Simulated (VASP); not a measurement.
Al2O3:

```
Al O
1.0
     2.40435    1.38815    4.37450
    -2.40435    1.38815    4.37450
     0.00000   -2.77631    4.37450
Al O
4 6
Direct
  0.35215 0.35215 0.35215
  0.14785 0.14785 0.14785
  0.64785 0.64785 0.64785
  0.85215 0.85215 0.85215
  0.55617 0.94383 0.25000
  0.25000 0.55617 0.94383
  0.94383 0.25000 0.55617
  0.44383 0.05617 0.75000
  0.75000 0.44383 0.05617
  0.05617 0.75000 0.44383
```

| Property | Result |
| --- | --- |
| Program | VASP 6.6.1 |
| Task | relaxation of cell and atoms |
| Functional | r2SCAN |
| Potentials or basis | VASP PAW PBE potentials, release 64 (Al, O) |
| Cutoff | 600 eV |
| k mesh | 6 × 6 × 6 |
| Occupations | fermi-dirac, width 0.02 eV |
| Spin | no spin polarisation |

At the start: pressure -8.2 GPa; volume 8.76 Å³/atom.

Problem. How do energy, volume and symmetry change on relaxing?

Solution. Over 10 steps the energy falls by 7.9 meV/atom and the volume is 8.47 Å³/atom (-3.3 %); space group R-3c (No. 167, to 0.1 Å) before and after.

The path:
| step | energy change (eV) | largest force (eV/Å) | pressure (GPa) | volume (Å³) |
| --- | --- | --- | --- | --- |
| 1 | 0.0000 | 0.0464 | -8.23 | 87.60 |
| 2 | -0.0074 | 0.0925 | 8.89 | 82.02 |
| 3 | -0.0787 | 0.0516 | 0.07 | 84.67 |
| 4 | -0.0786 | 0.0515 | -0.12 | 84.73 |
| 5 | -0.0790 | 0.0084 | -0.12 | 84.71 |
| 6 | -0.0790 | 0.0074 | -0.12 | 84.71 |
| 7 | -0.0791 | 0.0026 | 0.10 | 84.64 |
| 8 | -0.0791 | 0.0030 | 0.08 | 84.65 |
| 9 | -0.0791 | 0.0036 | 0.06 | 84.65 |
| 10 | -0.0791 | 0.0014 | 0.01 | 84.67 |

Final structure:
```
Al O
1.0
     2.37691    1.37231    4.32640
    -2.37691    1.37231    4.32640
     0.00000   -2.74461    4.32640
Al O
4 6
Direct
  0.35184 0.35184 0.35184
  0.14816 0.14816 0.14816
  0.64816 0.64816 0.64816
  0.85184 0.85184 0.85184
  0.55627 0.94373 0.25000
  0.25000 0.55627 0.94373
  0.94373 0.25000 0.55627
  0.44373 0.05627 0.75000
  0.75000 0.44373 0.05627
  0.05627 0.75000 0.44373
```

Caveat: the PAW data sets were made with another functional, which shifts forces and pressure a little.
